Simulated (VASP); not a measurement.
# TiAl (Pm-3m) in VASP: a series of runs, part 2 of 2

VASP 6.6.1. Earlier steps stand in the parts before.

**4. Single point, r2SCAN+D3(BJ)**

This run uses another cell than the first one, of 16.06 Å³/atom, 1.064 times its volume.

POSCAR reads:

```
TiAl
1.0
    3.1790640000      0.0000000000      0.0000000000
    0.0000000000      3.1790640000      0.0000000000
    0.0000000000      0.0000000000      3.1790640000
Ti Al
1 1
Direct
    0.0000000000      0.0000000000      0.0000000000
    0.5000000000      0.5000000000      0.5000000000
```

INCAR.step1 reads:

```
  ALGO = Normal
  EDIFF = 1E-5
  ENCUT = 550
  GGA = PE
  GGA_COMPAT = False
  ISMEAR = 0
  LASPH = True
  LCHARG = False
  LREAL = False
  LWAVE = True
  NBANDS = 14
  NELM = 120
  PREC = Accurate
  SIGMA = 0.1
```

INCAR.step2 reads:

```
  ALGO = Normal
  EDIFF = 1E-6
  ENCUT = 550
  GGA_COMPAT = False
  ISIF = 2
  ISMEAR = 0
  ISTART = 1
  IVDW = 12
  LASPH = True
  LCHARG = False
  LMIXTAU = True
  LREAL = False
  LWAVE = False
  METAGGA = R2SCAN
  NBANDS = 14
  NELM = 120
  PREC = Accurate
  SIGMA = 0.1
  VDW_A1 = 0.49484001
  VDW_A2 = 5.73083694
  VDW_S6 = 1.0
  VDW_S8 = 0.78981345
```

KPOINTS reads:

```
k-points
0
Gamma
  8 8 8
```

Potentials or basis: VASP PAW PBE potentials, release 64 (Ti_sv, Al).

Command:

```
$ cat potpaw_PBE.64/Ti_sv/POTCAR potpaw_PBE.64/Al/POTCAR > POTCAR
$ cp INCAR.step1 INCAR
$ mpirun -np 1 vasp_std > vasp.out
$ cp INCAR.step2 INCAR
$ mpirun -np 1 vasp_std > vasp.out
```

OUTCAR:

```text
EDIFF = 1E-6
   ENCUT = 550
   ISIF = 2
   ISMEAR = 0
   ISTART = 1
   IVDW = 12
   LASPH = True
   LREAL = False
   METAGGA = R2SCAN
   NELM = 120
   PREC = Accurate
 IVDW          = 12

 ion  position               nearest neighbor table
   1  0.000  0.000  0.000-   2 2.75   2 2.75   2 2.75   2 2.75   2 2.75   2 2.75   2 2.75   2 2.75

   2  0.500  0.500  0.500-   1 2.75   1 2.75   1 2.75   1 2.75   1 2.75   1 2.75   1 2.75   1 2.75

  LATTYP: Found a simple cubic cell.
 ALAT       =     3.1790640000

  Lattice vectors:

 A1 = (   3.1790640000,   0.0000000000,   0.0000000000)
 A2 = (   0.0000000000,   3.1790640000,   0.0000000000)
 A3 = (   0.0000000000,   0.0000000000,   3.1790640000)

Analysis of symmetry for initial positions (statically):
=====================================================================
 Subroutine PRICEL returns:
 Original cell was already a primitive cell.

 Routine SETGRP: Setting up the symmetry group for a
 simple cubic supercell.

 Subroutine GETGRP returns: Found 48 space group operations
 (whereof 48 operations were pure point group operations)
 out of a pool of 48 trial point group operations.

The static configuration has the point symmetry O_h .

Analysis of symmetry for dynamics (positions and initial velocities):
=====================================================================
 Subroutine PRICEL returns:
 Original cell was already a primitive cell.

 Routine SETGRP: Setting up the symmetry group for a
 simple cubic supercell.

 Subroutine GETGRP returns: Found 48 space group operations
 (whereof 48 operations were pure point group operations)
 out of a pool of 48 trial point group operations.

The dynamic configuration has the point symmetry O_h .

 Subroutine INISYM returns: Found 48 space group operations
 (whereof 48 operations are pure point group operations),
 and found     1 'primitive' translations

----------------------------------------------------------------------------------------

                                     Primitive cell

  volume of cell :      32.1290

  direct lattice vectors                    reciprocal lattice vectors
     3.179064000  0.000000000  0.000000000     0.314557996  0.000000000  0.000000000
     0.000000000  3.179064000  0.000000000     0.000000000  0.314557996  0.000000000
     0.000000000  0.000000000  3.179064000     0.000000000  0.000000000  0.314557996

  length of vectors
     3.179064000  3.179064000  3.179064000     0.314557996  0.314557996  0.314557996

  position of ions in fractional coordinates (direct lattice)
     0.000000000  0.000000000  0.000000000
     0.500000000  0.500000000  0.500000000

  ion indices of the primitive-cell ions
   primitive index   ion index
                 1           1
                 2           2

----------------------------------------------------------------------------------------

 KPOINTS: k-points

Automatic generation of k-mesh.
 Grid dimensions read from file:
 generate k-points for:    8    8    8

 Generating k-lattice:

[... 41 lines left out ...]
  0.500000  0.375000  0.125000     24.000000
 [... further k-points ...]
   k-points           NKPTS =     35   k-points in BZ     NKDIM =     35   number of bands    NBANDS=     14
   number of dos      NEDOS =    301   number of ions     NIONS =      2
   total plane-waves  NPLWV =  13824
   dimension x,y,z NGX =    24 NGY =   24 NGZ =   24
   dimension x,y,z NGXF=    48 NGYF=   48 NGZF=   48
   ions per type =               1   1
   NGX,Y,Z   is equivalent  to a cutoff of  12.55, 12.55, 12.55 a.u.
   NGXF,Y,Z  is equivalent  to a cutoff of  25.10, 25.10, 25.10 a.u.
 SYSTEM =  unknown system
   PREC   = accura    normal or accurate (medium, high low for compatibility)
   ISTART =      1    job   : 0-new  1-cont  2-samecut
   ICHARG =      0    charge: 1-file 2-atom 10-const
   ISPIN  =      1    spin polarized calculation?
   LNONCOLLINEAR =      F non collinear calculations
   LSORBIT =      F    spin-orbit coupling
   LASPH  =      T    aspherical Exc in radial PAW
   ENCUT  =  550.0 eV  40.42 Ry    6.36 a.u.   6.08  6.08  6.08*2*pi/ulx,y,z
   NELM   =    120;   NELMIN=  2; NELMDL=  0     # of ELM steps
   EDIFF  = 0.1E-05   stopping-criterion for ELM
   LREAL  =      F    real-space projection
   EDIFFG = 0.1E-04   stopping-criterion for IOM
   NSW    =      0    number of steps for IOM
   IBRION =     -1    ionic relax: 0-MD 1-quasi-New 2-CG
   NFREE  =      0    steps in history (QN), initial steepest desc. (CG)
   ISIF   =      2    stress and relaxation
   ISYM   =      2    0-nonsym 1-usesym 2-fastsym
   POTIM  = 0.5000    time-step for ionic-motion
   TEBEG  =    0.0;   TEEND  =   0.0 temperature during run
   PSTRESS=    0.0 pullay stress
   NELECT =      15.0000    total number of electrons
   NUPDOWN=      -1.0000    fix difference up-down
   EMIN   =  10.00;   EMAX   =-10.00  energy-range for DOS
   EFERMI =   0.00;   METHOD = LEGACY
   ISMEAR =     0;   SIGMA  =   0.10  broadening in eV -4-tet -1-fermi 0-gaus
   EFERMI_NEDOS =   21; number of points for ismear=-14 and -15
   IALGO  =     38    algorithm
   IMIX   =      4    mixing-type and parameters
     AMIX     =   0.40;   BMIX     =  1.00
     AMIX_MAG =   1.60;   BMIX_MAG =  1.00
  volume/ion in A,a.u.               =      16.06       108.41
  Fermi-wavevector in a.u.,A,eV,Ry     =   1.270007  2.399964 21.945065  1.612917
  Thomas-Fermi vector in A             =   2.403017
   LORBIT       =      0    0 simple, 1 ext, 2 COOP (PROOUT), +10 PAW based schemes
   METAGGA = R2SCAN    functional components
   LHFCALC =     F    Hartree Fock is set to
   AEXX    =    0.0000 exact exchange contribution
   IVDW    =    12    specifies the selected vdW correction
   LEPSILON=     F    determine dielectric tensor
   LRPA    =     F    only Hartree local field effects (RPA)
 non-spin polarized calculation
 Gauss-broadening in eV      SIGMA  =   0.10
  energy-cutoff  :      550.00
  volume of cell :       32.13
 maximum number of plane-waves:       968
   NGX = 13   NGY = 13   NGZ = 13

 number of electron      14.9999993 magnetization

 Free energy of the ion-electron system (eV)
  ---------------------------------------------------
  ext. energy  EPLUGINS =         0.00000000
  ---------------------------------------------------
  free energy    TOTEN  =       -20.31022219 eV

  energy without entropy =      -20.29795416  energy(sigma->0) =      -20.30408817

 E-fermi :   8.8181     XC(G=0): -11.9016

 val. band max:        8.7808196982   @ k =   0.5000   0.3750   0.2500
 cond. band min:       8.8220612146   @ k =   0.3750   0.3750   0.2500
 fundamental gap:      0.0412415164
 Fermi energy:         8.8181081469

 k-point     1 :       0.0000    0.0000    0.0000
  band No.  band energies     occupation
      1     -50.4579      2.00000
      2     -25.6115      2.00000
      3     -25.6115      2.00000
      4     -25.6115      2.00000
      5      -1.0320      2.00000
      6       7.2081      2.00000
      7       7.2081      2.00000
      8      10.8714      0.00000
      9      10.8714      0.00000
     10      10.8714      0.00000
     11      13.4529      0.00000
     12      13.4529      0.00000
     13      13.4529      0.00000
     14      17.8951      0.00000
[... 377 lines left out ...]
      1     -50.4264      2.00000
      2     -25.7694      2.00000
      3     -25.7406      2.00000
      4     -25.6068      2.00000
      5       3.5114      2.00000
      6       5.5134      2.00000
      7       6.6803      2.00000
      8       8.1352      2.00000
      9       9.8409      0.00000
     10       9.8703      0.00000
     11      11.7712      0.00000
     12      13.9010      0.00000
     13      14.1677      0.00000
     14      16.6397      0.00000

 [... further k-points ...]

------------------------ aborting loop because EDIFF is reached ----------------------------------------

 Edisp (eV)   -0.46009

 E8    (eV) :    -0.1702

  FORCE on cell =-STRESS in cart. coord.  units (eV):
  Direction    XX          YY          ZZ          XY          YZ          ZX
  --------------------------------------------------------------------------------------
  -------------------------------------------------------------------------------------
  Total      -0.57682    -0.57682    -0.57682    -0.00000    -0.00000     0.00000
  in kB     -28.76437   -28.76437   -28.76437    -0.00000    -0.00000     0.00000
  external pressure =      -28.76 kB  Pullay stress =        0.00 kB

 VOLUME and BASIS-vectors are now :
 -----------------------------------------------------------------------------
  energy-cutoff  :      550.00
  volume of cell :       32.13
      direct lattice vectors                 reciprocal lattice vectors
     3.179064000  0.000000000  0.000000000     0.314557996  0.000000000  0.000000000
     0.000000000  3.179064000  0.000000000     0.000000000  0.314557996  0.000000000
     0.000000000  0.000000000  3.179064000     0.000000000  0.000000000  0.314557996

 POSITION                                       TOTAL-FORCE (eV/Angst)
 -----------------------------------------------------------------------------------
      0.00000      0.00000      0.00000         0.000000      0.000000      0.000000
      1.58953      1.58953      1.58953         0.000000      0.000000      0.000000
 -----------------------------------------------------------------------------------
    total drift:                                0.000000      0.000000      0.000000

  FREE ENERGIE OF THE ION-ELECTRON SYSTEM (eV)
  ---------------------------------------------------
  free  energy   TOTEN  =       -20.7703072603 eV

  energy  without entropy=      -20.7580392333  energy(sigma->0) =      -20.76417325
```

It took 72 s on 1 thread of Intel Xeon 8259CL, shared host; peak memory 0.16 GiB.

What came out:

```yaml
Free_energy: -20.7703 eV
Pressure: -2.9 GPa
Dispersion_energy_per_atom: -0.230 eV
```

Levels at points of the mesh, in eV from the Fermi level:
```tsv
k point	band 4	band 5	band 6	band 7	band 8	band 9	band 10	band 11
(0.00, 0.00, 0.00)	-34.43	-9.85	-1.61	-1.61	2.05	2.05	2.05	4.63
(0.50, 0.00, 0.00)	-34.41	-6.43	-5.59	-0.65	0.29	0.29	2.27	3.11
(0.50, 0.50, 0.00)	-34.40	-5.22	-2.40	-2.40	-1.62	0.88	0.88	2.83
(0.50, 0.50, 0.50)	-34.56	-3.26	-3.26	-3.26	0.94	2.88	2.88	2.88
```

Caveat: the PAW data sets were made with another functional, which shifts forces and pressure a little; pairwise dispersion overbinds metals, which lowers pressure and volume.

**5. Overview**

```tsv
level	spin	cell	k mesh	cutoff (eV)	smearing	grid for exact exchange (PRECFOCK)	screening parameter	gap on the mesh (eV)	pressure (GPa)
HSE06	off	a = 3.114 Å, 2 atoms	6 × 6 × 6	520	fermi-dirac 0.05 eV	Normal	0.2079 1/Å	none	5.8
PBE+D3(BJ)	collinear, ferromagnetic start	a = 3.179 Å, 2 atoms	8 × 8 × 8	500	gaussian 0.025 eV	-	-	none	-4.2
r2SCAN+D3(BJ)	off	a = 3.179 Å, 2 atoms	8 × 8 × 8	550	gaussian 0.1 eV	-	-	none	-2.9
```

Alike in all rows: task single point; potentials or basis VASP PAW PBE potentials, release 64 (Ti_sv, Al).

Caveats: the PAW data sets were made with another functional, which shifts forces and pressure a little (some runs); pairwise dispersion overbinds metals, which lowers pressure and volume (some runs).

Total energies depend on the potentials used, so only differences within one code and one set of settings carry meaning.
